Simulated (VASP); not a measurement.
# Rb2CdSe2O6 in VASP: single point with PBE

Aim: the single point of Rb2CdSe2O6 with PBE.

All numbers are computed with VASP 6.6.1; they aren't measurements. Logs are shortened: lines on timing, memory, paths and dates and some standing lists are left out, and cuts for length are marked.

## (1) The cell of the first run

The typed cell holds 11 atoms: a = 5.747 Å, b = 5.747 Å, c = 7.344 Å, α = 66.97°, β = 113.03°, γ = 120.00°.

## (2) Single point, PBE

Input file INCAR:

```
  PREC = Accurate
  ENCUT = 520
  EDIFF = 1E-7
  ISMEAR = -1
  SIGMA = 0.1
  LREAL = False
  LASPH = True
  NELM = 80
  ALGO = Normal
  ISIF = 2
  LWAVE = False
  LCHARG = False
  GGA = PE
  NBANDS = 50
```

Input file KPOINTS:

```
Automatic mesh
0
Gamma
  5 5 5
```

Input file POSCAR:

```
Rb2CdSe2O6
1.0
    5.7468470000      0.0000000000      0.0000000000
   -2.8734230000      4.9769190000      0.0000000000
   -2.8734230000      1.6589730000      6.5522330000
Cd Rb Se O
1 2 2 6
Direct
    0.0000000000      0.0000000000      0.0000000000
    0.8038000000      0.1962000000      0.4113000000
    0.1962000000      0.8038000000      0.5887000000
    0.6269500000      0.3730500000      0.8807500000
    0.3730500000      0.6269500000      0.1192500000
    0.7444100000      0.2555900000      0.7720300000
    0.7444100000      0.7167900000      0.7720300000
    0.2832100000      0.2555900000      0.7720300000
    0.2555900000      0.7444100000      0.2279700000
    0.7167900000      0.7444100000      0.2279700000
    0.2555900000      0.2832100000      0.2279700000
```

Potentials or basis: VASP PAW PBE potentials, release 64 (Cd, Rb_sv, Se, O).

The run is started by

```console
$ cat potpaw_PBE.64/Cd/POTCAR potpaw_PBE.64/Rb_sv/POTCAR potpaw_PBE.64/Se/POTCAR potpaw_PBE.64/O/POTCAR > POTCAR
$ mpirun -np 1 vasp_std > vasp.out
```

OUTCAR:

```text
PREC = Accurate
   ENCUT = 520
   EDIFF = 1E-7
   ISMEAR = -1
   LREAL = False
   LASPH = True
   NELM = 80
   ISIF = 2
   GGA = PE

 ion  position               nearest neighbor table
   1  0.000  0.000  0.000-   6 2.33   9 2.33   8 2.33  10 2.33   7 2.33  11 2.33   3 3.86   2 3.86
                             3 4.27   2 4.27   2 4.27   3 4.27   2 4.27   3 4.27
   2  0.804  0.196  0.411-   8 2.96   7 2.96   6 2.96  11 3.12  10 3.12   9 3.12   9 3.12  11 3.12
                            10 3.12   4 3.48   3 3.52   3 3.52   3 3.52   5 3.83   5 3.83   5 3.83
   3  0.196  0.804  0.589-  10 2.96  11 2.96   9 2.96   7 3.12   8 3.12   6 3.12   6 3.12   7 3.12
                             8 3.12   5 3.48   2 3.52   2 3.52   2 3.52   4 3.83   4 3.83   4 3.83
   4  0.627  0.373  0.881-   6 1.69   8 1.69   7 1.69   2 3.48   3 3.83   3 3.83   3 3.83
   5  0.373  0.627  0.119-   9 1.69  10 1.69  11 1.69   3 3.48   2 3.83   2 3.83   2 3.83
   6  0.744  0.256  0.772-   4 1.69   1 2.33   2 2.96   3 3.12   3 3.12
   7  0.744  0.717  0.772-   4 1.69   1 2.33   2 2.96   3 3.12   3 3.12
   8  0.283  0.256  0.772-   4 1.69   1 2.33   2 2.96   3 3.12   3 3.12
   9  0.256  0.744  0.228-   5 1.69   1 2.33   3 2.96   2 3.12   2 3.12
  10  0.717  0.744  0.228-   5 1.69   1 2.33   3 2.96   2 3.12   2 3.12
  11  0.256  0.283  0.228-   5 1.69   1 2.33   3 2.96   2 3.12   2 3.12

  LATTYP: Found a trigonal (rhomboedric) cell.
 ALAT       =     7.3444212124
 COS(alpha) =     0.6938638236

  Lattice vectors:

 A1 = (   0.0000000000,  -3.3179460000,   6.5522330000)
 A2 = (   2.8734240000,   1.6589730000,   6.5522330000)
 A3 = (  -2.8734230000,   1.6589730000,   6.5522330000)

Analysis of symmetry for initial positions (statically):
=====================================================================
 Subroutine PRICEL returns:
 Original cell was already a primitive cell.

 Routine SETGRP: Setting up the symmetry group for a
 trigonal (rhombohedral) supercell.

 Subroutine GETGRP returns: Found  4 space group operations
 (whereof  4 operations were pure point group operations)
 out of a pool of 12 trial point group operations.

The static configuration has the point symmetry C_2h.

Analysis of symmetry for dynamics (positions and initial velocities):
=====================================================================
 Subroutine PRICEL returns:
 Original cell was already a primitive cell.

 Routine SETGRP: Setting up the symmetry group for a
 trigonal (rhombohedral) supercell.

 Subroutine GETGRP returns: Found  4 space group operations
 (whereof  4 operations were pure point group operations)
 out of a pool of 12 trial point group operations.

The dynamic configuration has the point symmetry C_2h.

[... 130 lines left out ...]
   EFERMI =   0.00;   METHOD = LEGACY
   ISMEAR =    -1;   SIGMA  =   0.10  broadening in eV -4-tet -1-fermi 0-gaus
   EFERMI_NEDOS =   21; number of points for ismear=-14 and -15
   IALGO  =     38    algorithm
   IMIX   =      4    mixing-type and parameters
     AMIX     =   0.40;   BMIX     =  1.00
     AMIX_MAG =   1.60;   BMIX_MAG =  1.00
  volume/ion in A,a.u.               =      17.04       114.97
  Fermi-wavevector in a.u.,A,eV,Ry     =   1.222306  2.309823 20.327530  1.494031
  Thomas-Fermi vector in A             =   2.357457
   LORBIT       =      0    0 simple, 1 ext, 2 COOP (PROOUT), +10 PAW based schemes
   GGA     = PE    functional components
   LHFCALC =     F    Hartree Fock is set to
   AEXX    =    0.0000 exact exchange contribution
   IVDW    =     0    specifies the selected vdW correction
   LEPSILON=     F    determine dielectric tensor
   LRPA    =     F    only Hartree local field effects (RPA)
 non-spin polarized calculation
  energy-cutoff  :      520.00
  volume of cell :      187.40
 maximum number of plane-waves:      5089
 NGX is ok and might be reduce to    48
   NGX = 21   NGY = 21   NGZ = 27

 number of electron      77.9999992 magnetization

 Free energy of the ion-electron system (eV)
  ---------------------------------------------------
  ext. energy  EPLUGINS =         0.00000000
  ---------------------------------------------------
  free energy    TOTEN  =       -53.14182383 eV

  energy without entropy =      -53.14182383  energy(sigma->0) =      -53.14182383

 E-fermi :   2.7584     XC(G=0):  -9.3797

 val. band max:        0.6484341329   @ k =   0.4000   0.4000   0.0000
 cond. band min:       4.5077173927   @ k =   0.0000   0.0000   0.0000
 fundamental gap:      3.8592832598
 Fermi energy:         2.7583553502

 k-point     1 :       0.0000    0.0000    0.0000
  band No.  band energies     occupation
      1     -23.9865      2.00000
      2     -23.8162      2.00000
      3     -19.4801      2.00000
      4     -19.3141      2.00000
      5     -16.6161      2.00000
      6     -16.6147      2.00000
[... 1261 lines left out ...]
     49       9.2053      0.00000
     50       9.2937      0.00000

 [... further k-points ...]

------------------------ aborting loop because EDIFF is reached ----------------------------------------

  FORCE on cell =-STRESS in cart. coord.  units (eV):
  Direction    XX          YY          ZZ          XY          YZ          ZX
  --------------------------------------------------------------------------------------
  -------------------------------------------------------------------------------------
  Total        8.2370278      8.2201085      5.3238356     -0.0146618      0.0081017     -0.0140322
  in kB       70.4209005     70.2762518     45.5151182     -0.1253482      0.0692637     -0.1199655
  external PRESSURE =      62.0707568 kB  Pullay stress =       0.0000000 kB

 VOLUME and BASIS-vectors are now :
 -----------------------------------------------------------------------------
  energy-cutoff  :      520.00
  volume of cell :      187.40
      direct lattice vectors                 reciprocal lattice vectors
     5.746847000  0.000000000  0.000000000     0.174008461  0.100463743  0.050873233
    -2.873423000  4.976919000  0.000000000     0.000000000  0.200927522 -0.050873242
    -2.873423000  1.658973000  6.552233000     0.000000000  0.000000000  0.152619725

 POSITION                                       TOTAL-FORCE (eV/Angst)
 -----------------------------------------------------------------------------------
      0.00000      0.00000      0.00000        -0.000000      0.000000      0.000000
      2.87371      1.65881      2.69493        -0.000831      0.000480     -0.058183
     -2.87371      4.97708      3.85730         0.000831     -0.000480      0.058183
      0.00029      3.31778      5.77088        -0.011471      0.006623      1.671402
     -0.00029      3.31811      0.78135         0.011471     -0.006623     -1.671402
      1.32522      2.55283      5.05852         0.924881     -0.533981     -0.684997
      0.00000      4.84818      5.05852         0.000601      1.057433     -0.678457
     -1.32522      2.55283      5.05852        -0.915463     -0.529237     -0.678457
     -1.32522      4.08306      1.49371        -0.924881      0.533981      0.684997
      1.32522      4.08306      1.49371         0.915463      0.529237      0.678457
      0.00000      1.78771      1.49371        -0.000601     -1.057433      0.678457
 -----------------------------------------------------------------------------------
    total drift:                               -0.000000     -0.000000      0.000000

  FREE ENERGIE OF THE ION-ELECTRON SYSTEM (eV)
  ---------------------------------------------------
  free  energy   TOTEN  =       -53.1418238306 eV

  energy  without entropy=      -53.1418238264  energy(sigma->0) =      -53.14182383
```

stdout:

```text
POSCAR found type information on POSCAR CdRbSeO
 POSCAR found :  4 types and      11 ions
 scaLAPACK will be used
 LDA part: xc-table for (Slater+PW92), standard interpolation
 POSCAR, INCAR and KPOINTS ok, starting setup
 FFT: planning ... GRIDC
 FFT: planning ... GRID_SOFT
 FFT: planning ... GRID
 WAVECAR not read
 entering main loop
```

It took 8.5 min on 1 thread of Intel Xeon Platinum 8259CL at 2.50GHz (Skylake/Cascade Lake), shared host; peak memory 0.56 GiB.

What came out:

- Free energy: -53.1418 eV
- Pressure: 6.2 GPa
- Largest force: 1.671 eV/Å
- Band gap on the k mesh: 3.86 eV (least direct gap 4.11 eV)

Forces on the atoms (eV/Å):
```
Cd   0.000  0.000  0.000
Rb  -0.001  0.000 -0.058
Rb   0.001  0.000  0.058
Se  -0.011  0.007  1.671
Se   0.011 -0.007 -1.671
O    0.925 -0.534 -0.685
O    0.001  1.057 -0.678
O   -0.915 -0.529 -0.678
O   -0.925  0.534  0.685
O    0.915  0.529  0.678
O   -0.001 -1.057  0.678
```

Levels at points of the mesh, in eV from the valence-band top:
```csv
k point,band 35,band 36,band 37,band 38,band 39,band 40,band 41,band 42,band 43,band 44
"(0.00, 0.00, 0.00)",-0.41,-0.33,-0.32,-0.32,-0.25,3.86,4.92,4.92,5.59,5.95
```

Caveat: the cell stands under pressure; an odd mesh through Γ misses points on the zone boundary, where band edges can lie; forces of over 1 eV/Å act on the atoms, so gaps and moduli don't describe the material at rest.
